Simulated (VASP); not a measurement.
Set up this calculation in VASP 6.6.1, as the native input.

```yaml
Task: single point
Functional: PBE
Potentials_or_basis: VASP PAW PBE potentials, release 64 (Ga_d, Sb)
Cutoff: 520 eV
k_mesh: 16 × 16 × 16
Occupations: gaussian, width 0.15 eV
Spin: no spin polarisation
Dipole_correction: no
Further_INCAR_settings: ALGO = Normal; EDIFF = 1e-07; NBANDS = 16
```

The structure of GaSb lies in POSCAR:

```
GaSb
1.0
   -2.7014000000      2.7014000000      1.7709000000
    2.7014000000     -2.7014000000      1.7709000000
    2.7014000000      2.7014000000     -1.7709000000
Ga Sb
1 1
Direct
    0.2500000000      0.7500000000      0.5000000000
    0.0000000000      0.0000000000      0.0000000000
```

The input as run:

INCAR

```
  PREC = Accurate
  ENCUT = 520
  EDIFF = 1E-7
  ISMEAR = 0
  SIGMA = 0.15
  LREAL = F
  LASPH = T
  NELM = 80
  ALGO = Normal
  ISIF = 2
  LWAVE = F
  LCHARG = F
  GGA = PE
  NBANDS = 16
```

KPOINTS

```
regular mesh
0
Gamma
  16 16 16
```

Potentials or basis: VASP PAW PBE potentials, release 64 (Ga_d, Sb).

Command:

```bash
$ cat potpaw_PBE.64/Ga_d/POTCAR potpaw_PBE.64/Sb/POTCAR > POTCAR
$ mpirun -np 1 vasp_std > vasp.out
```

It gave:

* Pressure: -1.7 GPa
* Band gap on the k mesh: zero (bands 9 and 10 overlap by 4.37 eV)

Caveat: spin-orbit coupling is left out, which moves the levels of the heavy elements.

Run time: 4.1 min on 1 thread of Intel Xeon 8259CL, with other jobs on the host, peak memory 0.41 GiB.
